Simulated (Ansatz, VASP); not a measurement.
# Be16H in VASP and in Ansatz

```
Be H
1.0
    -2.29000   -3.96640    0.00000
     3.43500   -1.98320    0.00000
     0.00000    0.00000    7.17686
Be H
16 1
Direct
  0.74992 0.49555 0.99683
  0.49189 0.33880 0.24589
  0.75027 0.50838 0.50405
  0.49838 0.33379 0.74996
  0.49837 0.99931 0.99999
  0.24903 0.82955 0.24874
  0.49195 0.99477 0.50412
  0.24966 0.82977 0.75298
  0.24969 0.50328 0.99698
  0.00848 0.33773 0.24590
  0.24908 0.50352 0.50101
  0.00098 0.33385 0.74993
  0.00096 0.99925 0.00001
  0.75024 0.82424 0.24611
  0.00833 0.99587 0.50405
  0.74990 0.83741 0.75319
  0.74335 0.16344 0.37498
```

Alike in both runs: functional PBE; dispersion D3(BJ); k mesh 4 × 4 × 3; occupations fermi-dirac, width 0.15 eV; no spin polarisation.

Ansatz relaxed the structure, and its values are those at the end. VASP's run is a single point on that final structure, the one shown.

|  | VASP | Ansatz |
| --- | --- | --- |
| version | VASP 6.6.1 | Ansatz 0.2.0 |
| potentials or method | VASP PAW PBE potentials, release 64 (Be, H), cutoff 520 eV | scalar-relativistic, plane waves, PAW |
| valence electrons in the cell | 33 | 33 |

```tsv
	VASP	Ansatz	Ansatz less VASP
rms of the force components (eV/Å)	0.009	0.009	-0.0002
```

The k mesh is coarse, so the values compare programs but aren't converged.
